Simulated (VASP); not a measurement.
# Os (P6/mmm) in VASP: further runs

Runs on Os. Level: PBE. Tasks: single point, relaxation of shape and atoms at fixed volume.

Everything below comes from runs of VASP 6.6.1. Logs are shortened: lines on timing, memory, paths and dates and some standing lists are left out, and cuts for length are marked.

### 1 The cell of the first run

It takes space group P6/mmm (No. 191, hexagonal). Conventional cell: a = 4.323 Å, b = 4.323 Å, c = 2.722 Å, α = 90.00°, β = 90.00°, γ = 120.00°. Within 3.6 Å of Os (site symmetry 6/mmm) lie 14 Os at 2.72 to 2.84 Å. Os (site symmetry -6m2) has 11 Os at 2.50 to 2.84 Å within 3.3 Å.

This isn't the form of Os at room conditions, which is hcp.

### 2 Single point, PBE (14.68 Å³/atom)

The input, INCAR:

```
SYSTEM = Os
  PREC = Accurate
  ENCUT = 520
  EDIFF = 1E-6
  ISMEAR = -1
  SIGMA = 0.1
  LREAL = .FALSE.
  LASPH = .TRUE.
  NELM = 80
  ALGO = Normal
  ISIF = 2
  LWAVE = .FALSE.
  LCHARG = .TRUE.
  GGA = PE
  LELF = .TRUE.
  LVHAR = .TRUE.
  NBANDS = 19
```

The input, KPOINTS:

```
regular mesh
0
G
  9 9 13
  0 0 0
```

The input, POSCAR:

```
Os
1.0
    4.3227249641      0.0000000000      0.0000000000
   -2.1613624821      3.7435896325      0.0000000000
    0.0000000000      0.0000000000      2.7220010480
Os
3
Direct
    0.0000000000      0.0000000000      0.0000000000
    0.3333333333      0.6666666667      0.5000000000
    0.6666666667      0.3333333333      0.5000000000
```

Potentials or basis: VASP PAW PBE potentials, release 64 (Os).

The run is started by

```bash
$ cat potpaw_PBE.64/Os/POTCAR > POTCAR
$ mpirun -np 1 vasp_std > vasp.out
```

OUTCAR:

```text
SYSTEM = Os
   PREC = Accurate
   ENCUT = 520
   EDIFF = 1E-6
   ISMEAR = -1
   LREAL = .FALSE.
   LASPH = .TRUE.
   NELM = 80
   ISIF = 2
   GGA = PE

 ion  position               nearest neighbor table
   1  0.000  0.000  0.000-   2 2.84   3 2.84   2 2.84   3 2.84   3 2.84   3 2.84   2 2.84   2 2.84
                             3 2.84   3 2.84   2 2.84   2 2.84
   2  0.333  0.667  0.500-   3 2.50   3 2.50   3 2.50   1 2.84   1 2.84   1 2.84   1 2.84   1 2.84
                             1 2.84
   3  0.667  0.333  0.500-   2 2.50   2 2.50   2 2.50   1 2.84   1 2.84   1 2.84   1 2.84   1 2.84
                             1 2.84

  LATTYP: Found a hexagonal cell.
 ALAT       =     4.3227249641
 C/A-ratio  =     0.6296956366

  Lattice vectors:

 A1 = (   4.3227249641,   0.0000000000,   0.0000000000)
 A2 = (  -2.1613624821,   3.7435896325,   0.0000000000)
 A3 = (   0.0000000000,   0.0000000000,   2.7220010480)

Analysis of symmetry for initial positions (statically):
=====================================================================
 Subroutine PRICEL returns:
 Original cell was already a primitive cell.

 Routine SETGRP: Setting up the symmetry group for a
 hexagonal supercell.

 Subroutine GETGRP returns: Found 24 space group operations
 (whereof 24 operations were pure point group operations)
 out of a pool of 24 trial point group operations.

The static configuration has the point symmetry D_6h.

Analysis of symmetry for dynamics (positions and initial velocities):
=====================================================================
 Subroutine PRICEL returns:
 Original cell was already a primitive cell.

 Routine SETGRP: Setting up the symmetry group for a
 hexagonal supercell.

 Subroutine GETGRP returns: Found 24 space group operations
 (whereof 24 operations were pure point group operations)
 out of a pool of 24 trial point group operations.

The dynamic configuration has the point symmetry D_6h.

 Subroutine INISYM returns: Found 24 space group operations
 (whereof 24 operations are pure point group operations),
 and found     1 'primitive' translations

----------------------------------------------------------------------------------------

                                     Primitive cell

  volume of cell :      44.0488

  direct lattice vectors                    reciprocal lattice vectors
     4.322724964  0.000000000  0.000000000     0.231335560  0.133561648  0.000000000
    -2.161362482  3.743589632  0.000000000     0.000000000  0.267123296  0.000000000
     0.000000000  0.000000000  2.722001048     0.000000000  0.000000000  0.367376787

  length of vectors
     4.322724964  4.322724964  2.722001048     0.267123296  0.267123296  0.367376787

  position of ions in fractional coordinates (direct lattice)
     0.000000000  0.000000000  0.000000000
     0.333333333  0.666666667  0.500000000
     0.666666667  0.333333333  0.500000000

  ion indices of the primitive-cell ions
   primitive index   ion index
                 1           1
                 2           2
                 3           3

----------------------------------------------------------------------------------------

 KPOINTS: regular mesh

Automatic generation of k-mesh.
 Grid dimensions read from file:
 generate k-points for:    9    9   13

 Generating k-lattice:

  Cartesian coordinates                     Fractional coordinates (reciprocal lattice)
     0.025703951  0.014840183  0.000000000     0.111111111 -0.000000000  0.000000000
     0.000000000  0.029680366  0.000000000     0.000000000  0.111111111  0.000000000
     0.000000000  0.000000000  0.028259753     0.000000000  0.000000000  0.076923077

  Length of vectors
     0.029680366  0.029680366  0.028259753

  Shift w.r.t. Gamma in fractional coordinates (k-lattice)
     0.000000000  0.000000000  0.000000000

 Subroutine IBZKPT returns following result:
 ===========================================

 Found     84 irreducible k-points:

 Following reciprocal coordinates:
            Coordinates               Weight
  0.000000  0.000000  0.000000      1.000000
  0.111111 -0.000000  0.000000      6.000000
  0.222222 -0.000000  0.000000      6.000000
  0.333333  0.000000  0.000000      6.000000
  0.444444 -0.000000  0.000000      6.000000
  0.111111  0.111111  0.000000      6.000000
[... 16 lines left out ...]
  0.333333  0.222222  0.076923     24.000000
  0.333333  0.333333  0.076923      4.000000
 [... further k-points ...]
   k-points           NKPTS =     84   k-points in BZ     NKDIM =     84   number of bands    NBANDS=     19
   number of dos      NEDOS =    301   number of ions     NIONS =      3
   total plane-waves  NPLWV =  20480
   dimension x,y,z NGX =    32 NGY =   32 NGZ =   20
   dimension x,y,z NGXF=    64 NGYF=   64 NGZF=   40
   ions per type =               3
   NGX,Y,Z   is equivalent  to a cutoff of  12.31, 12.31, 12.21 a.u.
   NGXF,Y,Z  is equivalent  to a cutoff of  24.61, 24.61, 24.43 a.u.
 SYSTEM =  Os
   PREC   = accura    normal or accurate (medium, high low for compatibility)
   ISTART =      0    job   : 0-new  1-cont  2-samecut
   ICHARG =      2    charge: 1-file 2-atom 10-const
   ISPIN  =      1    spin polarized calculation?
   LNONCOLLINEAR =      F non collinear calculations
   LSORBIT =      F    spin-orbit coupling
   LASPH  =      T    aspherical Exc in radial PAW
   ENCUT  =  520.0 eV  38.22 Ry    6.18 a.u.   8.04  8.04  5.06*2*pi/ulx,y,z
   NELM   =     80;   NELMIN=  2; NELMDL= -5     # of ELM steps
   EDIFF  = 0.1E-05   stopping-criterion for ELM
   LREAL  =      F    real-space projection
   EDIFFG = 0.1E-04   stopping-criterion for IOM
   NSW    =      0    number of steps for IOM
   IBRION =     -1    ionic relax: 0-MD 1-quasi-New 2-CG
   NFREE  =      0    steps in history (QN), initial steepest desc. (CG)
   ISIF   =      2    stress and relaxation
   ISYM   =      2    0-nonsym 1-usesym 2-fastsym
   POTIM  = 0.5000    time-step for ionic-motion
   TEBEG  =    0.0;   TEEND  =   0.0 temperature during run
   PSTRESS=    0.0 pullay stress
   NELECT =      24.0000    total number of electrons
   NUPDOWN=      -1.0000    fix difference up-down
   EMIN   =  10.00;   EMAX   =-10.00  energy-range for DOS
   EFERMI =   0.00;   METHOD = LEGACY
   ISMEAR =    -1;   SIGMA  =   0.10  broadening in eV -4-tet -1-fermi 0-gaus
   EFERMI_NEDOS =   21; number of points for ismear=-14 and -15
   IALGO  =     38    algorithm
   IMIX   =      4    mixing-type and parameters
     AMIX     =   0.40;   BMIX     =  1.00
     AMIX_MAG =   1.60;   BMIX_MAG =  1.00
  volume/ion in A,a.u.               =      14.68        99.09
  Fermi-wavevector in a.u.,A,eV,Ry     =   1.337110  2.526772 24.325362  1.787864
  Thomas-Fermi vector in A             =   2.465684
   LORBIT       =      0    0 simple, 1 ext, 2 COOP (PROOUT), +10 PAW based schemes
   GGA     = PE    functional components
   LHFCALC =     F    Hartree Fock is set to
   AEXX    =    0.0000 exact exchange contribution
   IVDW    =     0    specifies the selected vdW correction
   LEPSILON=     F    determine dielectric tensor
   LRPA    =     F    only Hartree local field effects (RPA)
 non-spin polarized calculation
  energy-cutoff  :      520.00
  volume of cell :       44.05
 maximum number of plane-waves:      1206
   NGX = 17   NGY = 17   NGZ = 11

 number of electron      23.9999999 magnetization

 Free energy of the ion-electron system (eV)
  ---------------------------------------------------
  ext. energy  EPLUGINS =         0.00000000
  ---------------------------------------------------
  free energy    TOTEN  =       -32.75306418 eV

  energy without entropy =      -32.67670533  energy(sigma->0) =      -32.71488475

 E-fermi :   8.9641     XC(G=0): -13.7580

 val. band max:        8.9563035934   @ k =   0.2222   0.2222   0.3846
 cond. band min:       8.9641942458   @ k =   0.3333   0.0000   0.0769
 fundamental gap:      0.0078906524
 Fermi energy:         8.9641224494

 k-point     1 :       0.0000    0.0000    0.0000
  band No.  band energies     occupation
      1      -1.7404      2.00000
      2       2.1100      2.00000
      3       4.7065      2.00000
      4       4.8648      2.00000
      5       4.8648      2.00000
      6       4.9087      2.00000
[... 11 lines left out ...]
     18      17.4648      0.00000
     19      18.4424      0.00000

 k-point     2 :       0.1111   -0.0000    0.0000
  band No.  band energies     occupation
      1      -1.5398      2.00000
      2       2.1779      2.00000
      3       3.8705      2.00000
      4       4.3690      2.00000
      5       4.4758      2.00000
      6       5.3463      2.00000
[... 11 lines left out ...]
     18      16.5586      0.00000
     19      16.7279      0.00000

 k-point     3 :       0.2222   -0.0000    0.0000
  band No.  band energies     occupation
      1      -0.9646      2.00000
      2       2.2443      2.00000
      3       3.0193      2.00000
      4       3.8972      2.00000
      5       4.0838      2.00000
      6       5.2915      2.00000
[... 11 lines left out ...]
     18      14.7345      0.00000
     19      17.0155      0.00000

 k-point     4 :       0.3333    0.0000    0.0000
  band No.  band energies     occupation
      1      -0.0977      2.00000
      2       1.8176      2.00000
      3       2.7311      2.00000
      4       3.5187      2.00000
      5       4.0059      2.00000
      6       4.9470      2.00000
[... 407 lines left out ...]
     18      12.3267      0.00000
     19      19.4951      0.00000

 k-point    23 :       0.3333    0.2222    0.0769
  band No.  band energies     occupation
      1       1.0460      2.00000
      2       1.6351      2.00000
      3       1.9669      2.00000
      4       4.0822      2.00000
      5       4.3756      2.00000
      6       4.8872      2.00000
[... 11 lines left out ...]
     18      11.4390      0.00000
     19      19.9357      0.00000

 k-point    24 :       0.3333    0.3333    0.0769
  band No.  band energies     occupation
      1       1.0772      2.00000
      2       1.7944      2.00000
      3       1.7944      2.00000
      4       4.3241      2.00000
      5       4.3241      2.00000
      6       4.9298      2.00000
[... 11 lines left out ...]
     18      11.1484      0.00000
     19      21.1668      0.00000

 [... further k-points ...]

------------------------ aborting loop because EDIFF is reached ----------------------------------------

  FORCE on cell =-STRESS in cart. coord.  units (eV):
  Direction    XX          YY          ZZ          XY          YZ          ZX
  --------------------------------------------------------------------------------------
  -------------------------------------------------------------------------------------
  Total       -0.0911341     -0.0911341     -0.0162860      0.0000000     -0.0000000      0.0000000
  in kB       -3.3148000     -3.3148000     -0.5923687      0.0000000     -0.0000000      0.0000000
  external PRESSURE =      -2.4073229 kB  Pullay stress =       0.0000000 kB

 VOLUME and BASIS-vectors are now :
 -----------------------------------------------------------------------------
  energy-cutoff  :      520.00
  volume of cell :       44.05
      direct lattice vectors                 reciprocal lattice vectors
     4.322724964  0.000000000  0.000000000     0.231335560  0.133561648  0.000000000
    -2.161362482  3.743589632  0.000000000     0.000000000  0.267123296  0.000000000
     0.000000000  0.000000000  2.722001048     0.000000000  0.000000000  0.367376787

 POSITION                                       TOTAL-FORCE (eV/Angst)
 -----------------------------------------------------------------------------------
      0.00000      0.00000      0.00000        -0.000000      0.000000      0.000000
     -0.00000      2.49573      1.36100         0.000000     -0.000000      0.000000
      2.16136      1.24786      1.36100        -0.000000      0.000000      0.000000
 -----------------------------------------------------------------------------------
    total drift:                               -0.000000      0.000000      0.000000

  FREE ENERGIE OF THE ION-ELECTRON SYSTEM (eV)
  ---------------------------------------------------
  free  energy   TOTEN  =       -32.7530641797 eV

  energy  without entropy=      -32.6767053297  energy(sigma->0) =      -32.71488475
```

It took 43 s on 1 thread of Intel Xeon Platinum 8259CL at 2.50GHz (Skylake/Cascade Lake), shared host; peak memory 0.19 GiB.

What came out:

| Item | Value |
| --- | --- |
| Free energy | -32.7531 eV |
| Pressure | -0.2 GPa |
| Band gap on the k mesh | zero (bands 12 and 13 overlap by 2.60 eV) |

Caveat: spin-orbit coupling is left out, which moves the levels of the heavy elements.

### 3 Relaxation of shape and atoms at fixed volume, PBE

This run uses another cell than the first one, of 5.87 Å³/atom.

The input, INCAR:

```
ALGO = Normal
EDIFF = 1E-7
EDIFFG = -0.005
ENCUT = 600
GGA = PE
IBRION = 2
ISIF = 4
ISMEAR = -1
LASPH = True
LCHARG = False
LREAL = False
LWAVE = False
NELM = 60
NSW = 50
PREC = Accurate
SIGMA = 0.1
```

The input, KPOINTS:

```
k-points
0
Gamma
  9 9 13
```

The input, POSCAR:

```
Os
1.0
    3.1850109856      0.0000000000      0.0000000000
   -1.5925054928      2.7583004248      0.0000000000
    0.0000000000      0.0000000000      2.0055875200
Os
3
Direct
    0.0000000000      0.0000000000      0.0000000000
    0.3333333333      0.6666666667      0.5000000000
    0.6666666667      0.3333333333      0.5000000000
```

Potentials or basis: VASP PAW PBE potentials, release 64 (Os).

The run is started by

```bash
$ cat potpaw_PBE.64/Os/POTCAR > POTCAR
$ mpirun -np 1 vasp_std > vasp.out
```

Run time: 1.8 min. Hardware: 1 thread of Intel Xeon Platinum 8259CL at 2.50GHz (Skylake/Cascade Lake), shared host; peak memory 0.16 GiB.

The run converged, but its numbers aren't listed here, since they failed a check.

Caveat: atoms lie so close that the PAW spheres overlap strongly, which falsifies energies and pressures; spin-orbit coupling is left out, which moves the levels of the heavy elements.

(Continued in part 2 of 2.)

The gap in the log of VASP goes by the Fermi energy; the results here count the filled bands.